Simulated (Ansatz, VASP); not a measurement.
# Ge: VASP beside Ansatz

```
Ge
1.0
     4.00346    0.00000    0.00000
    -2.00173    3.46709    0.00000
     0.00000    0.00000   13.15265
Ge
8
Direct
  0.00000 0.00000 0.40684
  0.00000 0.00000 0.59316
  0.00000 0.00000 0.90684
  0.00000 0.00000 0.09316
  0.33333 0.66667 0.34412
  0.66667 0.33333 0.65588
  0.66667 0.33333 0.84412
  0.33333 0.66667 0.15588
```

Alike in both runs: functional r2SCAN; k mesh 12 × 12 × 4; occupations gaussian, width 0.01 eV; no spin polarisation.

Ansatz relaxed the structure, and its values are those at the end. VASP's run is a single point on that final structure, the one shown.

|  | VASP | Ansatz |
| --- | --- | --- |
| version | VASP 6.6.1 | Ansatz 0.2.0 |
| potentials or method | VASP PAW PBE potentials, release 64 (Ge_d), cutoff 550 eV | scalar-relativistic, plane waves, PAW |
| valence electrons in the cell | 112 | 112 |

```tsv
	VASP	Ansatz	Ansatz less VASP
gap on the k mesh at the Fermi level (eV)	0.25	0.27	+0.020
least direct gap on the mesh (eV)	0.25	0.27	+0.020
pressure (GPa)	0.1	0.0	-0.12
```

VASP's potentials were made for PBE, not for r2SCAN.
